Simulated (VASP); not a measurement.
**KF (Carobbiite): single point with PBE**

Crystal: KF (Carobbiite).

```
CELL_PARAMETERS angstrom
0.00000 2.65896 2.65896
2.65896 0.00000 2.65896
2.65896 2.65896 0.00000
ATOMIC_POSITIONS crystal
K 0.00000 0.00000 0.00000
F 0.50000 0.50000 0.50000
```

```json
{
 "Program": "VASP 6.6.1",
 "Task": "single point",
 "Functional": "PBE",
 "Potentials or basis": "VASP PAW PBE potentials, release 64 (K_sv, F)",
 "Cutoff": "520 eV",
 "k mesh": "6 × 6 × 6",
 "Occupations": "gaussian, width 0.01 eV",
 "Spin": "no spin polarisation"
}
```

```json
{
 "Pressure": "2.0 GPa",
 "Band gap on the k mesh": "6.24 eV, direct"
}
```

Levels at points of the mesh, in eV from the valence-band top:
```csv
k point,band 5,band 6,band 7,band 8,band 9,band 10,band 11,band 12
"(0.00, 0.00, 0.00)",-9.34,0.00,0.00,0.00,6.24,10.72,10.72,10.72
"(0.50, 0.00, 0.00)",-9.37,-0.81,-0.36,-0.36,9.13,10.71,12.14,12.14
"(0.50, 0.50, 0.00)",-9.56,-0.21,-0.05,-0.05,8.21,10.38,11.93,13.69
```

Run time: 8.3 s on 1 thread of Intel(R) Xeon(R) Platinum 8375C CPU @ 2.90GHz (Ice Lake) (shared host), peak memory 0.15 GiB.

Expect the measured gap to be larger: semilocal functionals such as PBE lack the derivative discontinuity.
